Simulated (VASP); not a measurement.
# PtSe2 (P-3m1) in VASP: a series of runs

PtSe2 is run at these levels: PBEsol, PBEsol+D4; tasks: single point.

Everything below comes from runs of VASP 6.6.1. Logs are shortened: lines on timing, memory, paths and dates and some standing lists are left out, and cuts for length are marked.

### Step 1. The cell of the first run

Symmetry: P-3m1, No. 164, trigonal system. Conventional cell: a = 3.724 Å, b = 3.724 Å, c = 5.062 Å, α = 90.00°, β = 90.00°, γ = 120.00°. Within 3.3 Å of Pt (site symmetry -3m) lie 6 Se at 2.49 Å. Within 3.3 Å of Se (site symmetry 3m) lie 3 Pt at 2.49 Å.

### Step 2. Single point, PBEsol

The input, INCAR:

```
ALGO = Normal
EDIFF = 1E-6
ENCUT = 520
GGA = PS
ISIF = 2
ISMEAR = 0
LASPH = T
LCHARG = F
LREAL = F
LWAVE = F
NBANDS = 18
NELM = 80
PREC = Accurate
SIGMA = 0.1
```

The input, KPOINTS:

```
k-points
0
Gamma
  6 6 4
```

The input, POSCAR:

```
PtSe2
1.0
    3.7240002924      0.0000000000      0.0000000000
   -1.8620001462      3.2250788569      0.0000000000
    0.0000000000      0.0000000000      5.0619995757
Pt Se
1 2
Direct
    0.0000000000      0.0000000000      0.0000000000
    0.3333333333      0.6666666667      0.2500000000
    0.6666666667      0.3333333333      0.7500000000
```

Potentials or basis: VASP PAW PBE potentials, release 64 (Pt, Se).

Launch:

```
cat potpaw_PBE.64/Pt/POTCAR potpaw_PBE.64/Se/POTCAR > POTCAR
mpirun -np 1 vasp_std > vasp.out
```

OUTCAR:

```text
EDIFF = 1E-6
   ENCUT = 520
   GGA = PS
   ISIF = 2
   ISMEAR = 0
   LASPH = T
   LREAL = F
   NELM = 80
   PREC = Accurate

 ion  position               nearest neighbor table
   1  0.000  0.000  0.000-   2 2.49   3 2.49   2 2.49   3 2.49   3 2.49   2 2.49
   2  0.333  0.667  0.250-   1 2.49   1 2.49   1 2.49
   3  0.667  0.333  0.750-   1 2.49   1 2.49   1 2.49

  LATTYP: Found a hexagonal cell.
 ALAT       =     3.7240002924
 C/A-ratio  =     1.3592908642

  Lattice vectors:

 A1 = (   3.7240002924,   0.0000000000,   0.0000000000)
 A2 = (  -1.8620001462,   3.2250788569,   0.0000000000)
 A3 = (   0.0000000000,   0.0000000000,   5.0619995757)

Analysis of symmetry for initial positions (statically):
=====================================================================
 Subroutine PRICEL returns:
 Original cell was already a primitive cell.

 Routine SETGRP: Setting up the symmetry group for a
 hexagonal supercell.

 Subroutine GETGRP returns: Found 12 space group operations
 (whereof 12 operations were pure point group operations)
 out of a pool of 24 trial point group operations.

The static configuration has the point symmetry D_3d.

Analysis of symmetry for dynamics (positions and initial velocities):
=====================================================================
 Subroutine PRICEL returns:
 Original cell was already a primitive cell.

 Routine SETGRP: Setting up the symmetry group for a
 hexagonal supercell.

 Subroutine GETGRP returns: Found 12 space group operations
 (whereof 12 operations were pure point group operations)
 out of a pool of 24 trial point group operations.

The dynamic configuration has the point symmetry D_3d.

 Subroutine INISYM returns: Found 12 space group operations
 (whereof 12 operations are pure point group operations),
 and found     1 'primitive' translations

----------------------------------------------------------------------------------------

                                     Primitive cell

  volume of cell :      60.7956

  direct lattice vectors                    reciprocal lattice vectors
     3.724000292  0.000000000  0.000000000     0.268528443  0.155034969  0.000000000
    -1.862000146  3.225078857  0.000000000     0.000000000  0.310069938  0.000000000
     0.000000000  0.000000000  5.061999576     0.000000000  0.000000000  0.197550392

  length of vectors
     3.724000292  3.724000292  5.061999576     0.310069938  0.310069938  0.197550392

  position of ions in fractional coordinates (direct lattice)
     0.000000000  0.000000000  0.000000000
     0.333333333  0.666666667  0.250000000
     0.666666667  0.333333333  0.750000000

  ion indices of the primitive-cell ions
   primitive index   ion index
                 1           1
                 2           2
                 3           3

----------------------------------------------------------------------------------------

 KPOINTS: k-points

Automatic generation of k-mesh.
 Grid dimensions read from file:
 generate k-points for:    6    6    4

 Generating k-lattice:

  Cartesian coordinates                     Fractional coordinates (reciprocal lattice)
     0.044754740  0.025839161  0.000000000     0.166666667  0.000000000  0.000000000
     0.000000000  0.051678323  0.000000000     0.000000000  0.166666667  0.000000000
     0.000000000  0.000000000  0.049387598     0.000000000  0.000000000  0.250000000

  Length of vectors
     0.051678323  0.051678323  0.049387598

  Shift w.r.t. Gamma in fractional coordinates (k-lattice)
     0.000000000  0.000000000  0.000000000

 Subroutine IBZKPT returns following result:
 ===========================================

 Found     24 irreducible k-points:

 Following reciprocal coordinates:
            Coordinates               Weight
  0.000000  0.000000  0.000000      1.000000
  0.166667 -0.000000  0.000000      6.000000
  0.333333 -0.000000  0.000000      6.000000
  0.500000  0.000000  0.000000      3.000000
  0.166667  0.166667  0.000000      6.000000
  0.333333  0.166667  0.000000     12.000000
[... 16 lines left out ...]
  0.333333  0.166667  0.500000     12.000000
  0.333333  0.333333  0.500000      2.000000
   k-points           NKPTS =     24   k-points in BZ     NKDIM =     24   number of bands    NBANDS=     18
   number of dos      NEDOS =    301   number of ions     NIONS =      3
   total plane-waves  NPLWV =  31360
   dimension x,y,z NGX =    28 NGY =   28 NGZ =   40
   dimension x,y,z NGXF=    56 NGYF=   56 NGZF=   80
   ions per type =               1   2
   NGX,Y,Z   is equivalent  to a cutoff of  12.50, 12.50, 13.14 a.u.
   NGXF,Y,Z  is equivalent  to a cutoff of  25.00, 25.00, 26.27 a.u.
 SYSTEM =  unknown system
   PREC   = accura    normal or accurate (medium, high low for compatibility)
   ISTART =      0    job   : 0-new  1-cont  2-samecut
   ICHARG =      2    charge: 1-file 2-atom 10-const
   ISPIN  =      1    spin polarized calculation?
   LNONCOLLINEAR =      F non collinear calculations
   LSORBIT =      F    spin-orbit coupling
   LASPH  =      T    aspherical Exc in radial PAW
   ENCUT  =  520.0 eV  38.22 Ry    6.18 a.u.   6.92  6.92  9.41*2*pi/ulx,y,z
   NELM   =     80;   NELMIN=  2; NELMDL= -5     # of ELM steps
   EDIFF  = 0.1E-05   stopping-criterion for ELM
   LREAL  =      F    real-space projection
   EDIFFG = 0.1E-04   stopping-criterion for IOM
   NSW    =      0    number of steps for IOM
   IBRION =     -1    ionic relax: 0-MD 1-quasi-New 2-CG
   NFREE  =      0    steps in history (QN), initial steepest desc. (CG)
   ISIF   =      2    stress and relaxation
   ISYM   =      2    0-nonsym 1-usesym 2-fastsym
   POTIM  = 0.5000    time-step for ionic-motion
   TEBEG  =    0.0;   TEEND  =   0.0 temperature during run
   PSTRESS=    0.0 pullay stress
   NELECT =      22.0000    total number of electrons
   NUPDOWN=      -1.0000    fix difference up-down
   EMIN   =  10.00;   EMAX   =-10.00  energy-range for DOS
   EFERMI =   0.00;   METHOD = LEGACY
   ISMEAR =     0;   SIGMA  =   0.10  broadening in eV -4-tet -1-fermi 0-gaus
   EFERMI_NEDOS =   21; number of points for ismear=-14 and -15
   IALGO  =     38    algorithm
   IMIX   =      4    mixing-type and parameters
     AMIX     =   0.40;   BMIX     =  1.00
     AMIX_MAG =   1.60;   BMIX_MAG =  1.00
  volume/ion in A,a.u.               =      20.27       136.76
  Fermi-wavevector in a.u.,A,eV,Ry     =   1.166608  2.204570 18.517183  1.360975
  Thomas-Fermi vector in A             =   2.303119
   LORBIT       =      0    0 simple, 1 ext, 2 COOP (PROOUT), +10 PAW based schemes
   GGA     = PS    functional components
   LHFCALC =     F    Hartree Fock is set to
   AEXX    =    0.0000 exact exchange contribution
   IVDW    =     0    specifies the selected vdW correction
   LEPSILON=     F    determine dielectric tensor
   LRPA    =     F    only Hartree local field effects (RPA)
 non-spin polarized calculation
 Gauss-broadening in eV      SIGMA  =   0.10
  energy-cutoff  :      520.00
  volume of cell :       60.80
 maximum number of plane-waves:      1654
   NGX = 13   NGY = 13   NGZ = 19

 number of electron      21.9999999 magnetization

 Free energy of the ion-electron system (eV)
  ---------------------------------------------------
  ext. energy  EPLUGINS =         0.00000000
  ---------------------------------------------------
  free energy    TOTEN  =       -15.88822766 eV

  energy without entropy =      -15.88224405  energy(sigma->0) =      -15.88523585

 E-fermi :   6.3882     XC(G=0): -10.8055

 val. band max:        6.3815257738   @ k =   0.0000   0.1667   0.2500
 cond. band min:       6.3889930042   @ k =   0.3333   0.3333   0.0000
 fundamental gap:      0.0074672304
 Fermi energy:         6.3881554034

 k-point     1 :       0.0000    0.0000    0.0000
  band No.  band energies     occupation
      1      -9.3419      2.00000
      2      -6.4963      2.00000
      3      -0.8343      2.00000
      4      -0.1093      2.00000
      5      -0.1093      2.00000
      6       2.3741      2.00000
[... 10 lines left out ...]
     17      13.6121      0.00000
     18      18.0872      0.00000

 k-point     2 :       0.1667   -0.0000    0.0000
  band No.  band energies     occupation
      1      -9.0343      2.00000
      2      -6.6306      2.00000
      3      -0.4755      2.00000
      4       0.0829      2.00000
      5       0.1115      2.00000
      6       1.8704      2.00000
[... 10 lines left out ...]
     17      14.5027      0.00000
     18      15.3897      0.00000

 k-point     3 :       0.3333   -0.0000    0.0000
  band No.  band energies     occupation
      1      -8.2503      2.00000
      2      -6.9484      2.00000
      3      -0.1982      2.00000
      4       0.4455      2.00000
      5       0.6185      2.00000
      6       1.0289      2.00000
[... 10 lines left out ...]
     17      14.2142      0.00000
     18      15.1496      0.00000

 k-point     4 :       0.5000    0.0000    0.0000
  band No.  band energies     occupation
      1      -7.4806      2.00000
      2      -7.3954      2.00000
      3      -0.9903      2.00000
      4       0.5630      2.00000
      5       1.0490      2.00000
      6       2.1181      2.00000
[... 375 lines left out ...]
      4       0.0161      2.00000
      5       0.8121      2.00000
      6       1.5127      2.00000
[... 10 lines left out ...]
     17      14.5395      0.00000
     18      15.2453      0.00000

 k-point    23 :       0.3333    0.1667    0.5000
  band No.  band energies     occupation
      1      -7.5039      2.00000
      2      -7.2862      2.00000
      3      -0.8344      2.00000
      4      -0.0672      2.00000
      5       0.7887      2.00000
      6       1.6134      2.00000
[... 10 lines left out ...]
     17      14.7973      0.00000
     18      16.1321      0.00000

 k-point    24 :       0.3333    0.3333    0.5000
  band No.  band energies     occupation
      1      -7.2819      2.00000
      2      -7.2819      2.00000
      3      -0.1208      2.00000
      4      -0.1208      2.00000
      5       0.0356      2.00000
      6       1.8674      2.00000
[... 10 lines left out ...]
     17      13.8756      0.00000
     18      16.4395      0.00000

------------------------ aborting loop because EDIFF is reached ----------------------------------------

  FORCE on cell =-STRESS in cart. coord.  units (eV):
  Direction    XX          YY          ZZ          XY          YZ          ZX
  --------------------------------------------------------------------------------------
  -------------------------------------------------------------------------------------
  Total        1.0387362      1.0387362      0.4728096      0.0000000      0.0000000      0.0000000
  in kB       27.3743428     27.3743428     12.4601924      0.0000000      0.0000000      0.0000000
  external PRESSURE =      22.4029594 kB  Pullay stress =       0.0000000 kB

 VOLUME and BASIS-vectors are now :
 -----------------------------------------------------------------------------
  energy-cutoff  :      520.00
  volume of cell :       60.80
      direct lattice vectors                 reciprocal lattice vectors
     3.724000292  0.000000000  0.000000000     0.268528443  0.155034969  0.000000000
    -1.862000146  3.225078857  0.000000000     0.000000000  0.310069938  0.000000000
     0.000000000  0.000000000  5.061999576     0.000000000  0.000000000  0.197550392

 POSITION                                       TOTAL-FORCE (eV/Angst)
 -----------------------------------------------------------------------------------
      0.00000      0.00000      0.00000        -0.000000      0.000000      0.000000
     -0.00000      2.15005      1.26550         0.000000     -0.000000      0.345139
      1.86200      1.07503      3.79650         0.000000      0.000000     -0.345139
 -----------------------------------------------------------------------------------
    total drift:                               -0.000000     -0.000000     -0.000000

  FREE ENERGIE OF THE ION-ELECTRON SYSTEM (eV)
  ---------------------------------------------------
  free  energy   TOTEN  =       -15.8882276599 eV

  energy  without entropy=      -15.8822440477  energy(sigma->0) =      -15.88523585
```

Run time: 10 s. Hardware: 1 thread of Intel Xeon 6975P-C (Granite Rapids), shared host; peak memory 0.18 GiB.

What came out:

```
Free energy            : -15.8882 eV
Pressure               : 2.2 GPa
Largest force          : 0.345 eV/Å
Band gap on the k mesh : zero (band 11 reaches 6.81 eV, above the bottom of band 12 at 6.39 eV)
```

Forces in eV/Å, atoms in the order of the input:
```
Pt   0.000  0.000  0.000
Se   0.000  0.000  0.345
Se   0.000  0.000 -0.345
```

Caveat: the PAW data sets were made with another functional, which shifts forces and pressure a little; spin-orbit coupling is left out, which moves the levels of the heavy elements.

### Step 3. Single point, PBEsol

This run uses another cell than the first one, of 19.85 Å³/atom, 0.980 times its volume.

The input, INCAR:

```
ALGO = Normal
EDIFF = 1E-6
ENCUT = 520
GGA = PS
ISIF = 2
ISMEAR = 0
LASPH = True
LCHARG = False
LREAL = False
LWAVE = False
NBANDS = 18
NELM = 60
PREC = Accurate
SIGMA = 0.1
```

The input, KPOINTS:

```
k-points
0
Gamma
  9 9 7
```

The input, POSCAR:

```
PtSe2
1.0
    3.7603063705      0.0000000000      0.0000000000
   -1.8801531853      3.2565208429      0.0000000000
    0.0000000000      0.0000000000      4.8632412210
Pt Se
1 2
Direct
    0.0000000000      0.0000000000      0.0000000000
    0.3333333333      0.6666666667      0.2607783429
    0.6666666667      0.3333333333      0.7392216571
```

Potentials or basis: VASP PAW PBE potentials, release 64 (Pt, Se).

Launch:

```
cat potpaw_PBE.64/Pt/POTCAR potpaw_PBE.64/Se/POTCAR > POTCAR
mpirun -np 1 vasp_std > vasp.out
```

Run time: 22 s. Hardware: 1 thread of Intel Xeon 6975P-C (Granite Rapids), shared host; peak memory 0.22 GiB.

The run converged. Its results:

- Free energy: -15.9077 eV
- Pressure: 0.1 GPa
- Largest force: 0.005 eV/Å
- Band gap on the k mesh: zero (band 11 reaches 7.31 eV, above the bottom of band 12 at 6.52 eV)

Forces in eV/Å, atoms in the order of the input:
```
Pt   0.000  0.000  0.000
Se   0.000  0.000  0.005
Se   0.000  0.000 -0.005
```

Levels at points of the mesh, in eV from the Fermi level:
| k point | band 7 | band 8 | band 9 | band 10 | band 11 | band 12 | band 13 | band 14 | band 15 | band 16 |
| --- | --- | --- | --- | --- | --- | --- | --- | --- | --- | --- |
| (0.00, 0.00, 0.00) | -3.86 | -2.48 | -1.02 | -1.02 | 0.74 | 1.19 | 1.19 | 3.27 | 4.06 | 7.20 |

Caveat: the PAW data sets were made with another functional, which shifts forces and pressure a little; spin-orbit coupling is left out, which moves the levels of the heavy elements.

### Step 4. Single point, PBEsol+D4

This run uses another cell than the first one, of 19.85 Å³/atom, 0.980 times its volume.

The input, INCAR:

```
PREC = Accurate
ENCUT = 520
EDIFF = 1E-6
ISMEAR = 0
SIGMA = 0.1
LREAL = F
LASPH = T
NELM = 60
ALGO = Normal
ISIF = 2
LWAVE = F
LCHARG = T
GGA = PS
IVDW = 13
LELF = T
LVHAR = T
NBANDS = 18
```

The input, KPOINTS:

```
Automatic mesh
0
Gamma
  9 9 7
```

POSCAR is that of step 3.

Launch:

```
cat potpaw_PBE.64/Pt/POTCAR potpaw_PBE.64/Se/POTCAR > POTCAR
mpirun -np 1 vasp_std > vasp.out
```

Run time: 21 s. Hardware: 1 thread of Intel Xeon 6975P-C (Granite Rapids), shared host; peak memory 0.22 GiB.

It converged, with:

```
Free energy                : -16.7866 eV
Pressure                   : -2.2 GPa
Largest force              : 0.010 eV/Å
Band gap on the k mesh     : zero (band 11 reaches 7.31 eV, above the bottom of band 12 at 6.52 eV)
Dispersion energy per atom : -0.293 eV
```

Forces in eV/Å, atoms in the order of the input:
```
Pt   0.000  0.000  0.000
Se   0.000  0.000  0.010
Se   0.000  0.000 -0.010
```

Stress tensor (GPa, compression positive):
```
-2.16  0.00  0.00
 0.00 -2.16  0.00
 0.00  0.00 -2.24
```

Levels at points of the mesh, in eV from the Fermi level:
```
           k point  band 9  band 10  band 11  band 12  band 13  band 14
(0.00, 0.00, 0.00)   -1.02    -1.02     0.74     1.19     1.19     3.27
```

Caveat: the PAW data sets were made with another functional, which shifts forces and pressure a little; spin-orbit coupling is left out, which moves the levels of the heavy elements; pairwise dispersion overbinds metals, which lowers pressure and volume.

[end of part 1 of 2]
